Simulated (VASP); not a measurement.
# MoSe (F-43m) in VASP: single point with PBE+U

Aim: the single point of MoSe with PBE+U.

All numbers are computed with VASP 6.6.1; they aren't measurements. Logs are shortened: lines on timing, memory, paths and dates and some standing lists are left out, and cuts for length are marked.

### 1 The cell of the first run

It takes space group F-43m (No. 216, cubic). Conventional cell: a = 5.681 Å, b = 5.681 Å, c = 5.681 Å, α = 90.00°, β = 90.00°, γ = 90.00°. Mo (site symmetry -43m) has 4 Se at 2.46 Å within 3.2 Å. Within 3.2 Å of Se (site symmetry -43m) lie 4 Mo at 2.46 Å.

### 2 Single point, PBE+U, collinear spin, ferromagnetic start

File INCAR:

```
PREC = Accurate
ENCUT = 520
EDIFF = 1E-6
ISMEAR = 0
SIGMA = 0.05
LREAL = False
LASPH = True
NELM = 150
ALGO = Normal
ISIF = 2
LWAVE = False
LCHARG = False
ISPIN = 2
MAGMOM = 3 0
LORBIT = 11
LMAXMIX = 4
LDAU = True
LDAUTYPE = 2
LDAUL = 2 -1
LDAUU = 8 0
LDAUJ = 0 0
LDAUPRINT = 1
GGA = PE
NBANDS = 21
```

File KPOINTS:

```
Automatic mesh
0
Gamma
  15 15 15
```

File POSCAR:

```
MoSe
1.0
    0.0000000000      2.8405191460      2.8405191460
    2.8405191460      0.0000000000      2.8405191460
    2.8405191460      2.8405191460      0.0000000000
Mo Se
1 1
Direct
    0.0000000000      0.0000000000      0.0000000000
    0.2500000000      0.2500000000      0.2500000000
```

Potentials or basis: VASP PAW PBE potentials, release 64 (Mo_sv, Se).

Started as:

```bash
$ cat potpaw_PBE.64/Mo_sv/POTCAR potpaw_PBE.64/Se/POTCAR > POTCAR
$ mpirun -np 1 vasp_std > vasp.out
```

OUTCAR:

```text
PREC = Accurate
   ENCUT = 520
   EDIFF = 1E-6
   ISMEAR = 0
   LREAL = False
   LASPH = True
   NELM = 150
   ISIF = 2
   ISPIN = 2
   LORBIT = 11
   GGA = PE

 ion  position               nearest neighbor table
   1  0.000  0.000  0.000-   2 2.46   2 2.46   2 2.46   2 2.46
   2  0.250  0.250  0.250-   1 2.46   1 2.46   1 2.46   1 2.46

  LATTYP: Found a face centered cubic cell.
 ALAT       =     5.6810382920

  Lattice vectors:

 A1 = (   0.0000000000,   2.8405191460,   2.8405191460)
 A2 = (   2.8405191460,   0.0000000000,   2.8405191460)
 A3 = (   2.8405191460,   2.8405191460,   0.0000000000)

Analysis of symmetry for initial positions (statically):
=====================================================================
 Subroutine PRICEL returns:
 Original cell was already a primitive cell.

 Routine SETGRP: Setting up the symmetry group for a
 face centered cubic supercell.

 Subroutine GETGRP returns: Found 24 space group operations
 (whereof 24 operations were pure point group operations)
 out of a pool of 48 trial point group operations.

The static configuration has the point symmetry T_d .

Analysis of symmetry for dynamics (positions and initial velocities):
=====================================================================
 Subroutine PRICEL returns:
 Original cell was already a primitive cell.

 Routine SETGRP: Setting up the symmetry group for a
 face centered cubic supercell.

 Subroutine GETGRP returns: Found 24 space group operations
 (whereof 24 operations were pure point group operations)
 out of a pool of 48 trial point group operations.

The dynamic configuration has the point symmetry T_d .

Analysis of structural, dynamic, and magnetic symmetry:
=====================================================================
 Subroutine PRICEL returns:
 Original cell was already a primitive cell.

 Routine SETGRP: Setting up the symmetry group for a
 face centered cubic supercell.

 Subroutine GETGRP returns: Found 24 space group operations
 (whereof 24 operations were pure point group operations)
 out of a pool of 48 trial point group operations.

The overall configuration has the point symmetry T_d .

 Subroutine INISYM returns: Found 24 space group operations
 (whereof 24 operations are pure point group operations),
 and found     1 'primitive' translations

----------------------------------------------------------------------------------------

                                     Primitive cell

  volume of cell :      45.8377

  direct lattice vectors                    reciprocal lattice vectors
     0.000000000  2.840519146  2.840519146    -0.176024161  0.176024161  0.176024161
     2.840519146  0.000000000  2.840519146     0.176024161 -0.176024161  0.176024161
     2.840519146  2.840519146  0.000000000     0.176024161  0.176024161 -0.176024161

  length of vectors
     4.017100700  4.017100700  4.017100700     0.304882791  0.304882791  0.304882791

  position of ions in fractional coordinates (direct lattice)
     0.000000000  0.000000000  0.000000000
     0.250000000  0.250000000  0.250000000

  ion indices of the primitive-cell ions
   primitive index   ion index
                 1           1
                 2           2

----------------------------------------------------------------------------------------

 KPOINTS: Automatic mesh

Automatic generation of k-mesh.
 Grid dimensions read from file:
 generate k-points for:   15   15   15

[... 57 lines left out ...]
   ISPIN  =      2    spin polarized calculation?
   LNONCOLLINEAR =      F non collinear calculations
   LSORBIT =      F    spin-orbit coupling
   LASPH  =      T    aspherical Exc in radial PAW
   ENCUT  =  520.0 eV  38.22 Ry    6.18 a.u.   7.47  7.47  7.47*2*pi/ulx,y,z
   NELM   =    150;   NELMIN=  2; NELMDL= -5     # of ELM steps
   EDIFF  = 0.1E-05   stopping-criterion for ELM
   LREAL  =      F    real-space projection
   EDIFFG = 0.1E-04   stopping-criterion for IOM
   NSW    =      0    number of steps for IOM
   IBRION =     -1    ionic relax: 0-MD 1-quasi-New 2-CG
   NFREE  =      0    steps in history (QN), initial steepest desc. (CG)
   ISIF   =      2    stress and relaxation
   ISYM   =      2    0-nonsym 1-usesym 2-fastsym
   POTIM  = 0.5000    time-step for ionic-motion
   TEBEG  =    0.0;   TEEND  =   0.0 temperature during run
   PSTRESS=    0.0 pullay stress
   NELECT =      20.0000    total number of electrons
   NUPDOWN=      -1.0000    fix difference up-down
   EMIN   =  10.00;   EMAX   =-10.00  energy-range for DOS
   EFERMI =   0.00;   METHOD = LEGACY
   ISMEAR =     0;   SIGMA  =   0.05  broadening in eV -4-tet -1-fermi 0-gaus
   EFERMI_NEDOS =   21; number of points for ismear=-14 and -15
   IALGO  =     38    algorithm
   IMIX   =      4    mixing-type and parameters
     AMIX     =   0.40;   BMIX     =  1.00
     AMIX_MAG =   1.60;   BMIX_MAG =  1.00
  volume/ion in A,a.u.               =      22.92       154.66
  Fermi-wavevector in a.u.,A,eV,Ry     =   1.241682  2.346439 20.977117  1.541775
  Thomas-Fermi vector in A             =   2.376069
   LORBIT       =     11    0 simple, 1 ext, 2 COOP (PROOUT), +10 PAW based schemes
 LDA+U is selected, type is set to LDAUTYPE =  2
   angular momentum for each species LDAUL =     2   -1
   U (eV)           for each species LDAUU =   8.0  0.0
   J (eV)           for each species LDAUJ =   0.0  0.0
   GGA     = PE    functional components
   LHFCALC =     F    Hartree Fock is set to
   AEXX    =    0.0000 exact exchange contribution
   IVDW    =     0    specifies the selected vdW correction
   LEPSILON=     F    determine dielectric tensor
   LRPA    =     F    only Hartree local field effects (RPA)
 spin polarized calculation
 Gauss-broadening in eV      SIGMA  =   0.05
  energy-cutoff  :      520.00
  volume of cell :       45.84
 maximum number of plane-waves:      1258
 NGX is ok and might be reduce to    30
   NGX = 15   NGY = 15   NGZ = 15

atom =   1  type =  1  l = 2

 onsite density matrix

spin component  1

  0.7495 -0.0000  0.0000 -0.0000  0.0000
 -0.0000  0.7495 -0.0000  0.0000 -0.0000
  0.0000 -0.0000  0.8545  0.0000 -0.0000
 -0.0000  0.0000  0.0000  0.7495  0.0000
  0.0000 -0.0000 -0.0000  0.0000  0.8545

spin component  2

  0.0728  0.0000 -0.0000  0.0000 -0.0000
  0.0000  0.0728 -0.0000  0.0000  0.0000
 -0.0000 -0.0000  0.0225 -0.0000 -0.0000
  0.0000  0.0000 -0.0000  0.0728  0.0000
 -0.0000  0.0000 -0.0000  0.0000  0.0225

 occupancies and eigenvectors

  o =  0.0225  v =  0.0000  0.0000  0.0000  0.0000  0.0000 -0.0000 -0.0000 -0.0343  0.0000 -0.9994      0.0000  0.0000  0.0000  0.0000  0.0000  0.0000  0.0000  0.0000  0.0000  0.0000
  o =  0.0225  v =  0.0000  0.0000  0.0000  0.0000  0.0000  0.0000 -0.0000  0.9994  0.0000 -0.0343      0.0000  0.0000  0.0000  0.0000  0.0000  0.0000  0.0000  0.0000  0.0000  0.0000
  o =  0.0728  v =  0.0000  0.0000  0.0000  0.0000  0.0000  0.0085  0.0016  0.0000 -1.0000 -0.0000      0.0000  0.0000  0.0000  0.0000  0.0000  0.0000  0.0000  0.0000  0.0000  0.0000
  o =  0.0728  v =  0.0000  0.0000  0.0000  0.0000  0.0000  0.0081 -1.0000 -0.0000 -0.0015  0.0000      0.0000  0.0000  0.0000  0.0000  0.0000  0.0000  0.0000  0.0000  0.0000  0.0000
  o =  0.0728  v =  0.0000  0.0000  0.0000  0.0000  0.0000  0.9999  0.0081 -0.0000  0.0085 -0.0000      0.0000  0.0000  0.0000  0.0000  0.0000  0.0000  0.0000  0.0000  0.0000  0.0000
  o =  0.7495  v =  0.0000 -0.9775 -0.0000 -0.2109 -0.0000  0.0000  0.0000  0.0000  0.0000  0.0000      0.0000  0.0000  0.0000  0.0000  0.0000  0.0000  0.0000  0.0000  0.0000  0.0000
  o =  0.7495  v =  1.0000  0.0000  0.0000  0.0000  0.0000  0.0000  0.0000  0.0000  0.0000  0.0000      0.0000  0.0000  0.0000  0.0000  0.0000  0.0000  0.0000  0.0000  0.0000  0.0000
  o =  0.7495  v =  0.0000  0.2109 -0.0000 -0.9775 -0.0000  0.0000  0.0000  0.0000  0.0000  0.0000      0.0000  0.0000  0.0000  0.0000  0.0000  0.0000  0.0000  0.0000  0.0000  0.0000
  o =  0.8545  v =  0.0000  0.0000 -0.1621  0.0000 -0.9868  0.0000  0.0000  0.0000  0.0000  0.0000      0.0000  0.0000  0.0000  0.0000  0.0000  0.0000  0.0000  0.0000  0.0000  0.0000
  o =  0.8545  v =  0.0000  0.0000 -0.9868  0.0000  0.1621  0.0000  0.0000  0.0000  0.0000  0.0000      0.0000  0.0000  0.0000  0.0000  0.0000  0.0000  0.0000  0.0000  0.0000  0.0000

 number of electron      19.9999998 magnetization       4.0001033

 Free energy of the ion-electron system (eV)
  ---------------------------------------------------
  ext. energy  EPLUGINS =         0.00000000
  ---------------------------------------------------
  free energy    TOTEN  =        -6.94591903 eV

  energy without entropy =       -6.94511889  energy(sigma->0) =       -6.94551896

 E-fermi :   6.7582     XC(G=0): -10.0136

 val. band max:        6.7499687545   @ k =  -0.4000   0.2667   0.1333
 cond. band min:       6.8021516925   @ k =   0.4000   0.2000   0.0000
 fundamental gap:      0.0521829380
 Fermi energy:         6.7581918352

 spin component 1

 k-point     1 :       0.0000    0.0000    0.0000
  band No.  band energies     occupation
      1     -54.8960      1.00000
      2     -29.2139      1.00000
      3     -29.2139      1.00000
      4     -29.2139      1.00000
      5      -8.1561      1.00000
      6       0.2844      1.00000
[... 1145 lines left out ...]
     20      21.1077      0.00000
     21      22.0674      0.00000

 [... further k-points ...]
[... 5 lines left out ...]
  --------------------------------------------------------------------------------------
  -------------------------------------------------------------------------------------
  Total        8.0863884      8.0863884      8.0863884      0.0000000     -0.0000000      0.0000000
  in kB      282.6454634    282.6454634    282.6454634      0.0000000     -0.0000000      0.0000000
  external PRESSURE =     282.6454634 kB  Pullay stress =       0.0000000 kB

 VOLUME and BASIS-vectors are now :
 -----------------------------------------------------------------------------
  energy-cutoff  :      520.00
  volume of cell :       45.84
      direct lattice vectors                 reciprocal lattice vectors
     0.000000000  2.840519146  2.840519146    -0.176024161  0.176024161  0.176024161
     2.840519146  0.000000000  2.840519146     0.176024161 -0.176024161  0.176024161
     2.840519146  2.840519146  0.000000000     0.176024161  0.176024161 -0.176024161

 POSITION                                       TOTAL-FORCE (eV/Angst)
 -----------------------------------------------------------------------------------
      0.00000      0.00000      0.00000         0.000000      0.000000      0.000000
      1.42026      1.42026      1.42026        -0.000000     -0.000000     -0.000000
 -----------------------------------------------------------------------------------
    total drift:                                0.000000      0.000000      0.000000

  FREE ENERGIE OF THE ION-ELECTRON SYSTEM (eV)
  ---------------------------------------------------
  free  energy   TOTEN  =        -6.9459190310 eV

  energy  without entropy=       -6.9451188909  energy(sigma->0) =       -6.94551896

 total charge

# of ion       s       p       d       tot
------------------------------------------
    1        2.269   6.133   4.173  12.575
    2        1.450   2.538   0.072   4.060
--------------------------------------------------
tot          3.719   8.671   4.245  16.635

 magnetization (x)

# of ion       s       p       d       tot
------------------------------------------
    1        0.067   0.053   3.660   3.780
    2       -0.012  -0.252   0.065  -0.199
--------------------------------------------------
tot          0.055  -0.199   3.725   3.581
```

It took 3.7 min on 1 thread of Intel Xeon 6975P-C, shared host; peak memory 0.31 GiB.

What came out:

```
Free energy                                           : -6.9459 eV
Pressure                                              : 28.3 GPa
Band gap on the k mesh                                : zero (filled and empty bands overlap)
Net moment                                            : 4.00 μB per cell
Site moments                                          : Mo +3.78; Se -0.20 μB
Valence electrons inside the program's atomic spheres : Mo 12.57; Se 4.06
```

Eigenvalues of the final occupation matrices:
```csv
site,spin,trace,eigenvalues
site 1 d,1,3.96,0.75 0.75 0.75 0.85 0.85
site 1 d,2,0.26,0.02 0.02 0.07 0.07 0.07
```
